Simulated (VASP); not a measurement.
# Ni (Fm-3m) in VASP: further runs, part 2 of 2

VASP 6.6.1.

## (3) Single point, PBE, collinear spin, ferromagnetic start

INCAR reads:

```
ALGO = Normal
EDIFF = 1E-7
ENCUT = 520
GGA = PE
ISIF = 2
ISMEAR = -5
ISPIN = 2
LASPH = T
LCHARG = F
LMAXMIX = 4
LORBIT = 11
LREAL = F
LWAVE = F
MAGMOM = 1 1
NBANDS = 21
NELM = 150
PREC = Accurate
SIGMA = 0.1
```

KPOINTS reads:

```
k-points
0
Gamma
  15 10 15
```

POSCAR reads:

```
Ni
1.0
   -1.7593077733      1.7593077733      0.0000000000
    0.0000000000      0.0000000000      3.5186155466
    1.7593077733      1.7593077733      0.0000000000
Ni
2
Direct
    0.0000000000      0.0000000000      0.0000000000
    0.5000000000      0.5000000000      0.5000000000
```

Potentials or basis: VASP PAW PBE potentials, release 64 (Ni).

Command:

```sh
> cat potpaw_PBE.64/Ni/POTCAR > POTCAR
> mpirun -np 1 vasp_std > vasp.out
```

OUTCAR:

```text
EDIFF = 1E-7
   ENCUT = 520
   GGA = PE
   ISIF = 2
   ISMEAR = -5
   ISPIN = 2
   LASPH = T
   LORBIT = 11
   LREAL = F
   NELM = 150
   PREC = Accurate

 ion  position               nearest neighbor table
   1  0.000  0.000  0.000-   2 2.49   2 2.49   2 2.49   2 2.49   2 2.49   2 2.49   2 2.49   2 2.49

   2  0.500  0.500  0.500-   1 2.49   1 2.49   1 2.49   1 2.49   1 2.49   1 2.49   1 2.49   1 2.49

  LATTYP: Found a simple tetragonal cell.
 ALAT       =     2.4880369134
 C/A-ratio  =     1.4142135624

  Lattice vectors:

 A1 = (   1.7593077733,  -1.7593077733,   0.0000000000)
 A2 = (   1.7593077733,   1.7593077733,   0.0000000000)
 A3 = (   0.0000000000,   0.0000000000,   3.5186155466)

Analysis of symmetry for initial positions (statically):
=====================================================================
 Subroutine PRICEL returns following result:

  LATTYP: Found a face centered cubic cell.
 ALAT       =     3.5186155466
[... 12 lines left out ...]
 Subroutine GETGRP returns: Found 16 space group operations
 (whereof 16 operations were pure point group operations)
 out of a pool of 16 trial point group operations.

The static configuration has the point symmetry D_4h.

Analysis of symmetry for dynamics (positions and initial velocities):
=====================================================================
 Subroutine PRICEL returns following result:

  LATTYP: Found a face centered cubic cell.
 ALAT       =     3.5186155466
[... 12 lines left out ...]
 Subroutine GETGRP returns: Found 16 space group operations
 (whereof 16 operations were pure point group operations)
 out of a pool of 16 trial point group operations.

The dynamic configuration has the point symmetry D_4h.

Analysis of structural, dynamic, and magnetic symmetry:
=====================================================================
 Subroutine PRICEL returns following result:

  LATTYP: Found a face centered cubic cell.
 ALAT       =     3.5186155466
[... 12 lines left out ...]
 Subroutine GETGRP returns: Found 16 space group operations
 (whereof 16 operations were pure point group operations)
 out of a pool of 16 trial point group operations.

The overall configuration has the point symmetry D_4h.

 Subroutine INISYM returns: Found 16 space group operations
 (whereof 16 operations are pure point group operations),
 and found     2 'primitive' translations

----------------------------------------------------------------------------------------

                                     Primitive cell

  volume of cell :      10.8907

  direct lattice vectors                    reciprocal lattice vectors
     1.759307773  0.000000000  1.759307773     0.284202689 -0.284202689  0.284202689
     1.759307773  1.759307773  0.000000000     0.284202689  0.284202689 -0.284202689
     0.000000000  1.759307773  1.759307773    -0.284202689  0.284202689  0.284202689

  length of vectors
     2.488036913  2.488036913  2.488036913     0.492253497  0.492253497  0.492253497

  position of ions in fractional coordinates (direct lattice)
     0.000000000  0.000000000  0.000000000

  ion indices of the primitive-cell ions
   primitive index   ion index
                 1           1

----------------------------------------------------------------------------------------
[... 61 lines left out ...]
   NGXF,Y,Z  is equivalent  to a cutoff of  26.73, 26.46, 26.73 a.u.
 SYSTEM =  unknown system
   PREC   = accura    normal or accurate (medium, high low for compatibility)
   ISTART =      0    job   : 0-new  1-cont  2-samecut
   ICHARG =      2    charge: 1-file 2-atom 10-const
   ISPIN  =      2    spin polarized calculation?
   LNONCOLLINEAR =      F non collinear calculations
   LSORBIT =      F    spin-orbit coupling
   LASPH  =      T    aspherical Exc in radial PAW
   ENCUT  =  520.0 eV  38.22 Ry    6.18 a.u.   4.63  6.54  4.63*2*pi/ulx,y,z
   NELM   =    150;   NELMIN=  2; NELMDL= -5     # of ELM steps
   EDIFF  = 0.1E-06   stopping-criterion for ELM
   LREAL  =      F    real-space projection
   EDIFFG = 0.1E-05   stopping-criterion for IOM
   NSW    =      0    number of steps for IOM
   IBRION =     -1    ionic relax: 0-MD 1-quasi-New 2-CG
   NFREE  =      0    steps in history (QN), initial steepest desc. (CG)
   ISIF   =      2    stress and relaxation
   ISYM   =      2    0-nonsym 1-usesym 2-fastsym
   POTIM  = 0.5000    time-step for ionic-motion
   TEBEG  =    0.0;   TEEND  =   0.0 temperature during run
   PSTRESS=    0.0 pullay stress
   NELECT =      20.0000    total number of electrons
   NUPDOWN=      -1.0000    fix difference up-down
   EMIN   =  10.00;   EMAX   =-10.00  energy-range for DOS
   EFERMI =   0.00;   METHOD = LEGACY
   ISMEAR =    -5;   SIGMA  =   0.10  broadening in eV -4-tet -1-fermi 0-gaus
   EFERMI_NEDOS =   21; number of points for ismear=-14 and -15
   IALGO  =     38    algorithm
   IMIX   =      4    mixing-type and parameters
     AMIX     =   0.40;   BMIX     =  1.00
     AMIX_MAG =   1.60;   BMIX_MAG =  1.00
  volume/ion in A,a.u.               =      10.89        73.49
  Fermi-wavevector in a.u.,A,eV,Ry     =   1.591194  3.006920 34.448549  2.531897
  Thomas-Fermi vector in A             =   2.689772
   LORBIT       =     11    0 simple, 1 ext, 2 COOP (PROOUT), +10 PAW based schemes
   GGA     = PE    functional components
   LHFCALC =     F    Hartree Fock is set to
   AEXX    =    0.0000 exact exchange contribution
   IVDW    =     0    specifies the selected vdW correction
   LEPSILON=     F    determine dielectric tensor
   LRPA    =     F    only Hartree local field effects (RPA)
 spin polarized calculation
 Fermi weights with tetrahedron method with Bloechl corrections
  energy-cutoff  :      520.00
  volume of cell :       21.78
 maximum number of plane-waves:       606
 NGX is ok and might be reduce to    20
   NGX =  9   NGY = 13   NGZ =  9

 number of electron      19.9999988 magnetization       1.2082347

 Free energy of the ion-electron system (eV)
  ---------------------------------------------------
  ext. energy  EPLUGINS =         0.00000000
  ---------------------------------------------------
  free energy    TOTEN  =       -10.94140082 eV

  energy without entropy =      -10.94140082  energy(sigma->0) =      -10.94140082

 E-fermi :   9.3654     XC(G=0): -13.2489

 val. band max:        9.4393986359   @ k =   0.3333   0.5000   0.0000
 cond. band min:       9.1349264344   @ k =   0.4667   0.5000   0.0000
 fundamental gap:     -0.3044722015
 Fermi energy:         9.3654423161

 spin component 1

 k-point     1 :       0.0000    0.0000    0.0000
  band No.  band energies     occupation
      1       0.3623      1.00000
      2       4.7386      1.00000
      3       5.1834      1.00000
      4       6.9408      1.00000
      5       6.9408      1.00000
      6       6.9436      1.00000
[... 565 lines left out ...]
     20      33.6153      0.00000
     21      39.5339      0.00000

 [... further k-points ...]

 spin component 2

 k-point     1 :       0.0000    0.0000    0.0000
  band No.  band energies     occupation
      1       0.3211      1.00000
      2       5.0569      1.00000
      3       5.7831      1.00000
      4       7.6784      1.00000
      5       7.6825      1.00000
      6       7.6825      1.00000
[... 565 lines left out ...]
     20      33.6874      0.00000
     21      39.5795      0.00000

 [... further k-points ...]
[... 5 lines left out ...]
  --------------------------------------------------------------------------------------
  -------------------------------------------------------------------------------------
  Total       -0.0418659     -0.0418659     -0.0200161      0.0000000      0.0000000      0.0000000
  in kB       -3.0795400     -3.0795400     -1.4723250      0.0000000      0.0000000      0.0000000
  external PRESSURE =      -2.5438017 kB  Pullay stress =       0.0000000 kB

 VOLUME and BASIS-vectors are now :
 -----------------------------------------------------------------------------
  energy-cutoff  :      520.00
  volume of cell :       21.78
      direct lattice vectors                 reciprocal lattice vectors
    -1.759307773  1.759307773  0.000000000    -0.284202689  0.284202689  0.000000000
     0.000000000  0.000000000  3.518615547     0.000000000  0.000000000  0.284202689
     1.759307773  1.759307773  0.000000000     0.284202689  0.284202689  0.000000000

 POSITION                                       TOTAL-FORCE (eV/Angst)
 -----------------------------------------------------------------------------------
      0.00000      0.00000      0.00000         0.000000     -0.000000     -0.000000
      0.00000      1.75931      1.75931        -0.000000      0.000000      0.000000
 -----------------------------------------------------------------------------------
    total drift:                                0.000000     -0.000000      0.000000

  FREE ENERGIE OF THE ION-ELECTRON SYSTEM (eV)
  ---------------------------------------------------
  free  energy   TOTEN  =       -10.9414008220 eV

  energy  without entropy=      -10.9414008220  energy(sigma->0) =      -10.94140082

 total charge

# of ion       s       p       d       tot
------------------------------------------
    1        0.496   0.496   8.316   9.308
    2        0.496   0.496   8.316   9.308
--------------------------------------------------
tot          0.993   0.992  16.632  18.617

 magnetization (x)

# of ion       s       p       d       tot
------------------------------------------
    1       -0.007  -0.026   0.650   0.617
    2       -0.007  -0.026   0.650   0.617
--------------------------------------------------
tot         -0.014  -0.052   1.300   1.234
```

OSZICAR:

```text
N       E                     dE             d eps       ncg     rms          rms(c)
DAV:   1     0.963189836633E+02    0.96319E+02   -0.88611E+03 19896   0.135E+03
DAV:   2    -0.716296643753E+01   -0.10348E+03   -0.95492E+02 18574   0.234E+02
DAV:   3    -0.129123929415E+02   -0.57494E+01   -0.55617E+01 20629   0.632E+01
DAV:   4    -0.129890418563E+02   -0.76649E-01   -0.76532E-01 20729   0.677E+00
DAV:   5    -0.129914050132E+02   -0.23632E-02   -0.23619E-02 20669   0.118E+00    0.140E+01
DAV:   6    -0.116225464951E+02    0.13689E+01   -0.77433E+00 21477   0.577E+01    0.867E+00
DAV:   7    -0.109768778923E+02    0.64567E+00   -0.15747E+00 21339   0.235E+01    0.264E+00
DAV:   8    -0.109480757313E+02    0.28802E-01   -0.12459E-02 25996   0.130E+00    0.133E+00
DAV:   9    -0.109429301014E+02    0.51456E-02   -0.60394E-04 27957   0.318E-01    0.393E-01
DAV:  10    -0.109414709511E+02    0.14592E-02   -0.13002E-04 29032   0.212E-01    0.425E-02
DAV:  11    -0.109414066013E+02    0.64350E-04   -0.34650E-05 22128   0.645E-02    0.308E-02
DAV:  12    -0.109413971065E+02    0.94948E-05   -0.26585E-06 25637   0.229E-02    0.136E-02
DAV:  13    -0.109414007629E+02   -0.36564E-05   -0.63764E-07 23568   0.957E-03    0.466E-03
DAV:  14    -0.109414003592E+02    0.40364E-06   -0.62387E-08 11633   0.532E-03    0.159E-03
DAV:  15    -0.109414007248E+02   -0.36559E-06   -0.15072E-08 10047   0.210E-03    0.126E-03
DAV:  16    -0.109414008220E+02   -0.97135E-07   -0.42894E-09  9762   0.981E-04
   1 F= -.10941401E+02 E0= -.10941401E+02  d E =0.000000E+00  mag=     1.2082
```

stdout:

```text
POSCAR found type information on POSCAR Ni
 POSCAR found :  1 types and       2 ions
 scaLAPACK will be used
 LDA part: xc-table for (Slater+PW92), standard interpolation
 POSCAR, INCAR and KPOINTS ok, starting setup
 FFT: planning ... GRIDC
 FFT: planning ... GRID_SOFT
 FFT: planning ... GRID
 WAVECAR not read
 entering main loop
 -----------------------------------------------------------------------------
|                                                                             |
|           W    W    AA    RRRRR   N    N  II  N    N   GGGG   !!!           |
|           W    W   A  A   R    R  NN   N  II  NN   N  G    G  !!!           |
|           W    W  A    A  R    R  N N  N  II  N N  N  G       !!!           |
|           W WW W  AAAAAA  RRRRR   N  N N  II  N  N N  G  GGG   !            |
|           WW  WW  A    A  R   R   N   NN  II  N   NN  G    G                |
|           W    W  A    A  R    R  N    N  II  N    N   GGGG   !!!           |
|                                                                             |
|     Tetrahedron method does not include variations of the Fermi             |
|     occupations, so forces and stress will be inaccurate. We suggest        |
|     using a different smearing scheme ISMEAR = 1 or 2 for metals in         |
|     relaxations.                                                            |
|                                                                             |
 -----------------------------------------------------------------------------
```

It took 6.6 min on 1 thread of AMD EPYC 7R13, shared host; peak memory 0.24 GiB.

What came out:

| Property | Result |
| --- | --- |
| Free energy | -10.9414 eV |
| Pressure | -0.3 GPa |
| Net moment | 1.21 μB per cell |
| Site moments | Ni +0.62 μB |
| Valence electrons inside the program's atomic spheres | Ni 9.31 |

Levels at points of the mesh, in eV from the Fermi level:
Spin up:
| k point | band 7 | band 8 | band 9 | band 10 | band 11 | band 12 | band 13 | band 14 | band 15 | band 16 |
| --- | --- | --- | --- | --- | --- | --- | --- | --- | --- | --- |
| (0.00, 0.00, 0.00) | -1.24 | -1.23 | -0.53 | -0.47 | -0.47 | 2.45 | 9.22 | 14.82 | 14.82 | 19.72 |
| (0.00, 0.50, 0.00) | -1.59 | -1.59 | -1.59 | -1.59 | -0.89 | -0.89 | 19.25 | 19.25 | 19.25 | 19.25 |
Spin down:
| k point | band 6 | band 7 | band 8 | band 9 | band 10 | band 11 | band 12 | band 13 | band 14 | band 15 |
| --- | --- | --- | --- | --- | --- | --- | --- | --- | --- | --- |
| (0.00, 0.00, 0.00) | -1.68 | -0.69 | -0.68 | 0.05 | 0.38 | 0.38 | 2.40 | 9.44 | 14.82 | 14.82 |
| (0.00, 0.50, 0.00) | -1.38 | -0.81 | -0.81 | -0.81 | -0.81 | -0.32 | -0.32 | 19.32 | 19.32 | 19.32 |

Caveat: tetrahedron occupations give inexact forces and stress in metals.
